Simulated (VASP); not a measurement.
A run of VASP 6.6.1 is set up as follows.

The input INCAR:

```
SYSTEM = CdSe2
ALGO = Normal
EDIFF = 1E-6
EDIFFG = -0.01
ENCUT = 600
GGA = PS
IBRION = 2
ISIF = 3
ISMEAR = -1
LASPH = .TRUE.
LCHARG = .FALSE.
LREAL = .FALSE.
LWAVE = .FALSE.
NELM = 60
NSW = 100
PREC = Accurate
SIGMA = 0.03
```

KPOINTS

```
k-points
0
G
  9 9 2
  0 0 0
```

POSCAR

```
CdSe2
1.0
    2.5347432200      0.0000000000      0.0000000000
   -1.2673716100      2.1951520200      0.0000000000
    0.0000000000      0.0000000000     13.7993153000
Cd Se
1 2
Direct
    0.0000000000      0.0000000000      0.0000000000
    0.3333333300      0.6666666700      0.0894929800
    0.3333333300      0.6666666700      0.9105070200
```

Potentials or basis: VASP PAW PBE potentials, release 64 (Cd, Se).

The run is started by

```bash
$ cat potpaw_PBE.64/Cd/POTCAR potpaw_PBE.64/Se/POTCAR > POTCAR
$ mpirun -np 1 vasp_std > vasp.out
```

Problem. Estimate the relaxed cell.

Solution. a = 2.844 Å, b = 2.844 Å, c = 16.208 Å, α = 90.00°, β = 90.00°, γ = 120.00°.

Problem. Predict the space group after relaxing (to 0.1 Å).

Solution. P-6m2 (No. 187).

Problem. What does it give for the band gap on the k mesh?

Solution. Zero (bands 12 and 13 overlap by 5.52 eV).

Forces on the atoms (eV/Å):
```
Cd   0.000  0.000  0.000
Se   0.000  0.000  0.010
Se   0.000  0.000 -0.010
```

Caveat: the PAW data sets were made with another functional, which shifts forces and pressure a little.
